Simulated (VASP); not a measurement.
Wanted: the native input for a VASP 6.6.1 run.

```
Task                   : single point
Functional             : r2SCAN
Potentials or basis    : VASP PAW PBE potentials, release 64 (Zn, Se)
Cutoff                 : 520 eV
k mesh                 : 11 × 11 × 11
Occupations            : fermi-dirac, width 0.05 eV
Spin                   : no spin polarisation
Dipole correction      : no
Further INCAR settings : ALGO = Normal; EDIFF = 1e-07; NBANDS = 16
```

ZnSe (zincblende type):

```
Zn Se
1.0
     0.00000    2.44065    2.44065
     2.44065    0.00000    2.44065
     2.44065    2.44065    0.00000
Zn Se
1 1
Direct
  0.00000 0.00000 0.00000
  0.25000 0.25000 0.25000
```

This cell differs from its parent crystal: volume scaled by 0.64.

These files were run (other wordings do the same):

POSCAR

```
ZnSe
1.0
    0.0000000000      2.4406464727      2.4406464727
    2.4406464727      0.0000000000      2.4406464727
    2.4406464727      2.4406464727      0.0000000000
Zn Se
1 1
Direct
    0.0000000000      0.0000000000      0.0000000000
    0.2500000000      0.2500000000      0.2500000000
```

INCAR.step1

```
ALGO = Normal ; EDIFF = 1E-4
ENCUT = 520 ; GGA = PE
ISMEAR = -1 ; LASPH = T
LCHARG = F ; LREAL = F
LWAVE = T ; NBANDS = 16
NELM = 80 ; PREC = Accurate
SIGMA = 0.05
```

INCAR.step2

```
ALGO = Normal ; EDIFF = 1E-7
ENCUT = 520 ; ISIF = 2
ISMEAR = -1 ; ISTART = 1
LASPH = T ; LCHARG = F
LMIXTAU = T ; LREAL = F
LWAVE = F ; METAGGA = R2SCAN
NBANDS = 16 ; NELM = 80
PREC = Accurate ; SIGMA = 0.05
```

KPOINTS

```
k-points
0
Gamma
  11 11 11
```

Potentials or basis: VASP PAW PBE potentials, release 64 (Zn, Se).

Launch:

```bash
$ cat potpaw_PBE.64/Zn/POTCAR potpaw_PBE.64/Se/POTCAR > POTCAR
$ cp INCAR.step1 INCAR
$ mpirun -np 1 vasp_std > vasp.out
$ cp INCAR.step2 INCAR
$ mpirun -np 1 vasp_std > vasp.out
```

Results of the run:

```json
{
 "Pressure": "80.1 GPa",
 "Band gap on the k mesh": "1.98 eV, indirect (least direct gap 4.06 eV)"
}
```

Caveat: the PAW data sets were made with another functional, which shifts forces and pressure a little.

Wall time 51 s on 1 thread of Intel(R) Xeon(R) 6975P-C (Granite Rapids) (shared host), peak memory 0.18 GiB.
